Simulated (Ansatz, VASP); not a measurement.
# One calculation of Ti3H, two programs

```
Ti H
1.0
     4.60374    0.00000    0.00000
    -2.30187    3.98696    0.00000
     0.00000    0.00000   22.49682
Ti H
6 2
Direct
  0.66667 0.33333 0.17780
  0.33333 0.66667 0.21957
  0.00000 0.00000 0.26135
  0.66667 0.33333 0.29805
  0.33333 0.66667 0.33046
  0.00000 0.00000 0.37769
  0.25928 0.74072 0.46881
  0.40739 0.59261 0.46881
```

Alike in both runs: task single point; functional PBE; k mesh 6 × 6 × 1; occupations gaussian, width 0.1 eV; no spin polarisation.

|  | VASP | Ansatz |
| --- | --- | --- |
| version | VASP 6.6.1 | Ansatz 0.2.0 |
| potentials or method | VASP PAW PBE potentials, release 64 (Ti_sv, H), cutoff 520 eV | scalar-relativistic, plane waves, PAW |
| valence electrons in the cell | 74 | 74 |

```tsv
	VASP	Ansatz	Ansatz less VASP
gap on the k mesh at the Fermi level (eV)	none	none	-
rms of the force components (eV/Å)	1.000	0.998	-0.0015
work function, face that differs most (eV)	3.46	3.46	+0.003
```

Atom by atom the forces differ by 0.005 eV/Å (rms over components). A gap of «none» marks a metal or a gap that the smearing closes.
